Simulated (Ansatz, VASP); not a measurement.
# Si3Te in VASP and in Ansatz

Contents of INCAR:

```
PREC     = Accurate       # precision mode
ENCUT    = 600            # plane-wave cutoff, eV
EDIFF    = 1E-7           # SCF threshold, eV
ISMEAR   = 0              # smearing method
SIGMA    = 0.1            # smearing width, eV
LREAL    = F              # projectors in reciprocal space
LASPH    = T              # aspherical terms in the spheres
NELM     = 80             # most SCF steps
ALGO     = Normal         # electronic algorithm
ISIF     = 3              # what is computed and relaxed
LWAVE    = F              # write WAVECAR
LCHARG   = F              # write CHGCAR
GGA      = PE             # functional
IBRION   = 2              # ionic algorithm
NSW      = 90             # ionic steps
EDIFFG   = -0.04          # ionic threshold
```

Contents of KPOINTS:

```
Automatic mesh
0
Gamma
  3 3 6
```

The input POSCAR:

```
Si3Te
1.0
    5.7761339246      0.0000000000      0.0000000000
   -2.8880669623      5.0022787143      0.0000000000
    0.0000000000      0.0000000000      2.7726455340
Si Te
3 1
Direct
    0.5000000000      0.0000000000      0.5000000000
    0.0000000000      0.5000000000      0.5000000000
    0.5000000000      0.5000000000      0.5000000000
    0.0000000000      0.0000000000      0.5000000000
```

Input for Ansatz:

```yaml
crystal:
  lattice:
    - [5.7761339246, 0.0, 0.0]
    - [-2.8880669623, 5.0022787143, 0.0]
    - [0.0, 0.0, 2.772645534]
  atoms:
    - { symbol: Si, position: [0.5, 0.0, 0.5] }
    - { symbol: Si, position: [0.0, 0.5, 0.5] }
    - { symbol: Si, position: [0.5, 0.5, 0.5] }
    - { symbol: Te, position: [0.0, 0.0, 0.5] }
basis:
  ecutwfc: 420
kpoints:
  mp_grid: { grid: [3, 3, 6] }
hamiltonian:
  xc: pbe
scf:
  occupations: { method: gaussian, width: 0.1 }
  lower_state_search: "off"
output:
  forces: true
  stress: true
  eigenvalues: true
relax:
  adjacent_minimum: "off"
  f_tol: 0.04
  max_steps: 70
  cell: { stress_tol: 0.4 }
```

Alike in both runs: task relaxation of cell and atoms; functional PBE; k mesh 3 × 3 × 6; occupations gaussian, width 0.1 eV; no spin polarisation.

|  | VASP | Ansatz |
| --- | --- | --- |
| version | VASP 6.6.1 | Ansatz 0.2.0 |
| potentials or method | VASP PAW PBE potentials, release 64 (Si, Te), cutoff 600 eV | scalar-relativistic, plane waves, PAW |
| valence electrons in the cell | 18 | 28 |

```csv
,VASP,Ansatz,Ansatz less VASP
"gap on the k mesh at the Fermi level, each at its own relaxed structure (eV)",none,none,-
relaxed volume (Å³/atom),20.09,20.03,-0.053
relaxed length of the cell vector where the two differ most in proportion (Å),2.645,2.641,-0.0032
```

A gap of «none» marks a metal or a gap that the smearing closes. VASP's potentials hold 18 valence electrons a cell and Ansatz's 28, so a difference there can come from the potentials and not from the codes.

The k mesh is coarse, so the values compare programs but aren't converged. Spin-orbit coupling is off throughout.
